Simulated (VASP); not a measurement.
# Ti3Al: single point with PBEsol

Crystal: Ti3Al.

```
Ti Al
1.0
     2.97708    0.00000    0.00000
    -1.48854    2.57822    0.00000
     0.00000    0.00000    8.64424
Ti Al
3 1
Direct
  0.66667 0.33333 0.00000
  0.33333 0.66667 0.74023
  0.33333 0.66667 0.25977
  0.66667 0.33333 0.50000
```

This cell differs from its parent crystal: atoms shifted along a free coordinate, c/a of the conventional cell at fixed volume 2.9036.

| Item | Value |
| --- | --- |
| Program | VASP 6.6.1 |
| Task | single point |
| Functional | PBEsol |
| Potentials or basis | VASP PAW PBE potentials, release 64 (Ti_sv, Al) |
| Cutoff | 520 eV |
| k mesh | 15 × 15 × 6 |
| Occupations | gaussian, width 0.15 eV |
| Spin | no spin polarisation |

| Quantity | Value |
| --- | --- |
| Pressure | 1.2 GPa |
| Largest force | 1.021 eV/Å |
| Band gap on the k mesh | zero (an odd number of electrons rules out a gap without spin polarisation) |

Forces in eV/Å, atoms in the order of the input:
```
Ti   0.000  0.000  0.000
Ti   0.000  0.000  1.021
Ti   0.000  0.000 -1.021
Al   0.000  0.000  0.000
```

Stress tensor (GPa, compression positive):
```
-3.23  0.00  0.00
 0.00 -3.23  0.00
 0.00  0.00 10.07
```

Levels at points of the mesh, in eV from the Fermi level:
| k point | band 17 | band 18 | band 19 | band 20 | band 21 | band 22 | band 23 | band 24 |
| --- | --- | --- | --- | --- | --- | --- | --- | --- |
| (0.00, 0.00, 0.00) | 0.19 | 0.74 | 0.74 | 0.80 | 0.84 | 0.84 | 0.95 | 1.21 |
| (0.00, 0.00, 0.50) | -0.21 | 0.67 | 0.75 | 0.75 | 0.82 | 0.82 | 1.06 | 1.24 |

Run time: 4 min on 1 thread of Intel(R) Xeon(R) 6975P-C (Granite Rapids) (shared host), peak memory 0.31 GiB.

Caveat: the PAW data sets were made with another functional, which shifts forces and pressure a little.
